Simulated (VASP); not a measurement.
A run of VASP 6.6.1 is set up as follows.

The input POSCAR:

```
Se
1.0
    1.9409098124      1.1205855405      0.8889568594
   -1.9409098124      1.1205855405      0.8889568594
    0.0000000000     -2.2411710810      0.8889568594
Se
1
Direct
    0.0000000000      0.0000000000      0.0000000000
```

File INCAR.step1:

```
  PREC = Accurate
  ENCUT = 520
  ISMEAR = 1
  SIGMA = 0.1
  LREAL = False
  LASPH = True
  NELM = 60
  NBANDS = 9
  GGA = PE
  ALGO = Normal
  EDIFF = 1E-4
  LWAVE = True
  LCHARG = False
```

INCAR.step2

```
  PREC = Accurate
  ENCUT = 520
  EDIFF = 1E-6
  ISMEAR = 1
  SIGMA = 0.1
  LREAL = False
  LASPH = True
  NELM = 60
  ALGO = Normal
  ISIF = 2
  LWAVE = False
  LCHARG = False
  METAGGA = R2SCAN
  LMIXTAU = True
  IVDW = 12
  VDW_S6 = 1.0
  VDW_S8 = 0.78981345
  VDW_A1 = 0.49484001
  VDW_A2 = 5.73083694
  NBANDS = 9
  ISTART = 1
```

The input KPOINTS:

```
Automatic mesh
0
Gamma
  13 13 13
```

Potentials or basis: VASP PAW PBE potentials, release 64 (Se).

Command:

```sh
$ cat potpaw_PBE.64/Se/POTCAR > POTCAR
$ cp INCAR.step1 INCAR
$ mpirun -np 1 vasp_std > vasp.out
$ cp INCAR.step2 INCAR
$ mpirun -np 1 vasp_std > vasp.out
```

What does it give for the pressure?

142.7 GPa.

What does it give for the dispersion energy per atom?

-0.358 eV.

Stress tensor (GPa, compression positive):
```
141.29   0.00   0.00
  0.00 141.29   0.00
  0.00   0.00 145.53
```

Caveat: the PAW data sets were made with another functional, which shifts forces and pressure a little; pairwise dispersion overbinds metals, which lowers pressure and volume.
